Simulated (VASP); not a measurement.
Set up this calculation in VASP 6.6.1, as the native input.

- Task: single point
- Functional: PBE
- Potentials or basis: VASP PAW PBE potentials, release 64 (Cs_sv, Cd_sv_GW, P, O)
- Cutoff: 600 eV
- k mesh: 3 × 4 × 3
- Occupations: fermi-dirac, width 0.02 eV
- Spin: no spin polarisation
- Dipole correction: no
- Further INCAR settings: LREAL = Auto; ALGO = Normal; EDIFF = 1e-06; NBANDS = 136

The structure of CsCdPO4 lies in POSCAR:

```
CsCdPO4
1.0
    9.0589000000      0.0000000000      0.0000000000
    0.0000000000      5.6406000000      0.0000000000
   -0.0403007454      0.0000000000      9.4633141874
Cs Cd P O
4 4 4 16
Direct
    0.1761544333      0.8856535887      0.0164939771
    0.8238455667      0.3856535887      0.9835060229
    0.3265214167      0.9273284232      0.5167154652
    0.6734785833      0.4273284232      0.4832845348
    0.0751044505      0.4391964596      0.3413083659
    0.9248955495      0.9391964596      0.6586916341
    0.5966608714      0.8762653378      0.1628581086
    0.4033391286      0.3762653378      0.8371418914
    0.6015751162      0.8758432917      0.8109296300
    0.3984248838      0.3758432917      0.1890703700
    0.9162303321      0.9047979067      0.3066851202
    0.0837696679      0.4047979067      0.6933148798
    0.9360230718      0.6852882540      0.2088166297
    0.0639769282      0.1852882540      0.7911833703
    0.4176481737      0.1080629809      0.2264853789
    0.5823518263      0.6080629809      0.7735146211
    0.6891286851      0.9026574133      0.9520677398
    0.3108713149      0.4026574133      0.0479322602
    0.4465952282     -0.0064558485      0.8214927078
    0.5534047718      0.4935441515      0.1785072922
    0.9835347718      0.1257495614      0.2339869903
    0.0164652282      0.6257495614      0.7660130097
    1.0014434941      0.8424523436      0.4463849164
   -0.0014434941      0.3424523436      0.5536150836
    0.7494276758      0.9450824177      0.3395588454
    0.2505723242      0.4450824177      0.6604411546
    0.6896543279      0.9978278700      0.6897980635
    0.3103456721      0.4978278700      0.3102019365
```

The input as run:

INCAR

```
PREC = Accurate ; ENCUT = 600
EDIFF = 1E-6 ; ISMEAR = -1
SIGMA = 0.02 ; LREAL = Auto
LASPH = True ; NELM = 120
ALGO = Normal ; ISIF = 2
LWAVE = False ; LCHARG = False
GGA = PE ; NBANDS = 136
GGA_COMPAT = False
```

KPOINTS

```
Automatic mesh
0
Gamma
  3 4 3
```

Potentials or basis: VASP PAW PBE potentials, release 64 (Cs_sv, Cd_sv_GW, P, O).

Command:

```bash
$ cat potpaw_PBE.64/Cs_sv/POTCAR potpaw_PBE.64/Cd_sv_GW/POTCAR potpaw_PBE.64/P/POTCAR potpaw_PBE.64/O/POTCAR > POTCAR
$ mpirun -np 1 vasp_std > vasp.out
```

Results of the run:

* Pressure: 2.1 GPa
* Largest force: 0.075 eV/Å
* Band gap on the k mesh: 3.03 eV (least direct gap 3.06 eV)

Caveat: spin-orbit coupling is left out, which moves the levels of the heavy elements.

Run time: 36 min on 1 thread of AMD EPYC 7R43 64-Core Processor (Zen 3), on a shared host, peak memory 1 GiB.
